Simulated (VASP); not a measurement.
Input of a VASP 6.6.1 run:

The input INCAR:

```
SYSTEM = P
ALGO = Normal ; EDIFF = 1E-6
ENCUT = 500 ; GGA = PE
GGA_COMPAT = .False. ; ISIF = 2
ISMEAR = 0 ; LASPH = .True.
LCHARG = .False. ; LREAL = .False.
LWAVE = .False. ; NBANDS = 30
NELM = 120 ; PREC = Accurate
SIGMA = 0.1
```

The input KPOINTS:

```
k-points
0
Gamma
  4 4 4
  0 0 0
```

POSCAR

```
P
1.0
    0.0000000000      4.3001378339      4.3001378339
    4.3001378339      0.0000000000      4.3001378339
    4.3001378339      4.3001378339      0.0000000000
P
8
Direct
    0.8650226034      0.8650226034      0.8650226034
    0.8650226034      0.8650226034      0.4049321898
    0.8650226034      0.4049321898      0.8650226034
    0.4049321898      0.8650226034      0.8650226034
    0.1349773966      0.1349773966      0.5950678102
    0.1349773966      0.1349773966      0.1349773966
    0.1349773966      0.5950678102      0.1349773966
    0.5950678102      0.1349773966      0.1349773966
```

Potentials or basis: VASP PAW PBE potentials, release 64 (P).

Command:

```sh
$ cat potpaw_PBE.64/P/POTCAR > POTCAR
$ mpirun -np 1 vasp_std > vasp.out
```

Problem. Predict the pressure.

Solution. 0.1 GPa.

Problem. Predict the largest force.

Solution. 0.018 eV/Å.

Problem. Estimate the band gap on the k mesh.

Solution. Zero (bands 20 and 21 overlap by 1.59 eV).

Forces in eV/Å, atoms in the order of the input:
```
P    0.010  0.010  0.010
P   -0.010 -0.010  0.010
P   -0.010  0.010 -0.010
P    0.010 -0.010 -0.010
P    0.010  0.010 -0.010
P   -0.010 -0.010 -0.010
P    0.010 -0.010  0.010
P   -0.010  0.010  0.010
```

Caveat: this functional lacks dispersion, which holds the molecules together, so the pressure and a relaxed volume are unreliable.
